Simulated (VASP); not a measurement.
**Zn: single point with PBE**

The system is Zn.

```
Zn
1.0
     2.64286   -2.83613    0.00000
     2.64286    2.83613    0.00000
     0.00000    0.00000    6.00428
Zn
5
Direct
  0.50000 0.00000 0.28693
  0.00000 0.50000 0.71307
  0.00000 0.50000 0.28693
  0.50000 0.00000 0.71307
  0.00000 0.00000 0.00000
```

```yaml
Program: VASP 6.6.1
Task: single point
Functional: PBE
Potentials_or_basis: VASP PAW PBE potentials, release 64 (Zn)
Cutoff: 520 eV
k_mesh: 4 × 4 × 4
Occupations: gaussian, width 0.1 eV
Spin: no spin polarisation
```

| Property | Result |
| --- | --- |
| Pressure | 0.1 GPa |
| Largest force | 0.004 eV/Å |
| Band gap on the k mesh | zero (bands 30 and 31 overlap by 4.33 eV) |

Forces on the atoms (eV/Å):
```
Zn   0.000  0.000 -0.004
Zn   0.000  0.000  0.004
Zn   0.000  0.000 -0.004
Zn   0.000  0.000  0.004
Zn   0.000  0.000  0.000
```

Stress tensor (GPa, compression positive):
```
 0.11  0.00  0.00
 0.00 -0.08  0.00
 0.00  0.00  0.39
```

Levels at points of the mesh, in eV from the Fermi level:
```tsv
k point	band 26	band 27	band 28	band 29	band 30	band 31	band 32	band 33	band 34	band 35
(0.00, 0.00, 0.00)	-6.53	-4.65	-4.01	0.36	0.83	1.87	3.96	4.63	4.90	5.00
(0.50, 0.00, 0.00)	-6.27	-5.84	-2.92	-1.69	-1.46	-0.74	2.84	4.18	5.70	5.81
(0.50, 0.50, 0.00)	-4.35	-3.93	-2.97	-2.08	-1.01	-0.24	0.21	0.56	0.82	1.27
(0.00, 0.00, 0.50)	-6.57	-6.50	0.29	1.59	1.73	1.82	1.91	2.24	2.38	3.25
(0.50, 0.00, 0.50)	-5.40	-5.33	-4.67	-4.56	2.41	3.58	3.91	3.93	4.25	4.83
(0.50, 0.50, 0.50)	-3.46	-3.18	-2.98	-2.71	-2.29	-1.92	-1.54	-0.34	4.74	5.61
```

Run time: 37 s on 1 thread of Intel(R) Xeon(R) 6975P-C (Granite Rapids) (shared host), peak memory 0.21 GiB.

Caveat: the k points lie up to 0.41 Å⁻¹ apart, too coarse for converged energies and pressures of a metal.
